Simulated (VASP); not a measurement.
The system is HfO2.

```xyz
3
Lattice="3.6169 0.0000 0.0000 1.8084 3.1323 0.0000 1.8084 1.0441 2.9531" Properties=species:S:1:pos:R:3 pbc="T T T"
Hf    0.0000    0.0000    0.0000
O     1.8084    1.0441    0.7383
O     5.4253    3.1323    2.2149
```

```yaml
Program: VASP 6.6.1
Task: relaxation of cell and atoms
Functional: PBEsol
Potentials_or_basis: VASP PAW PBE potentials, release 64 (Hf_pv, O)
Cutoff: 600 eV
k_mesh: 4 × 4 × 4
Occupations: gaussian, width 0.01 eV
Spin: no spin polarisation
```

At the start: pressure -13.8 GPa; volume 11.15 Å³/atom.

**Question.** Where does the relaxation end?

**Answer.** Over 3 steps the energy falls by 28.0 meV/atom and the volume is 10.55 Å³/atom (-5.4 %); space group Fm-3m (No. 225, to 0.05 Å).

The path:
| step | energy change (eV) | largest force (eV/Å) | pressure (GPa) | volume (Å³) |
| --- | --- | --- | --- | --- |
| 1 | 0.0000 | 0.0000 | -13.75 | 33.46 |
| 2 | 0.1213 | 0.0000 | 27.67 | 29.03 |
| 3 | -0.0840 | 0.0000 | -0.35 | 31.64 |

Final structure:
```cif
data_structure
_symmetry_space_group_name_H-M 'P 1'
_symmetry_Int_Tables_number 1
_cell_length_a 3.5501
_cell_length_b 3.5501
_cell_length_c 3.5501
_cell_angle_alpha 60.000
_cell_angle_beta 60.000
_cell_angle_gamma 60.000
_cell_volume 31.64
loop_
_atom_site_label
_atom_site_type_symbol
_atom_site_fract_x
_atom_site_fract_y
_atom_site_fract_z
_atom_site_occupancy
Hf1 Hf 0.00000 0.00000 0.00000 1
O1 O 0.25000 0.25000 0.25000 1
O2 O 0.75000 0.75000 0.75000 1
```

Caveat: the k points lie up to 0.54 Å⁻¹ apart in the final cell; the PAW data sets were made with another functional, which shifts forces and pressure a little.
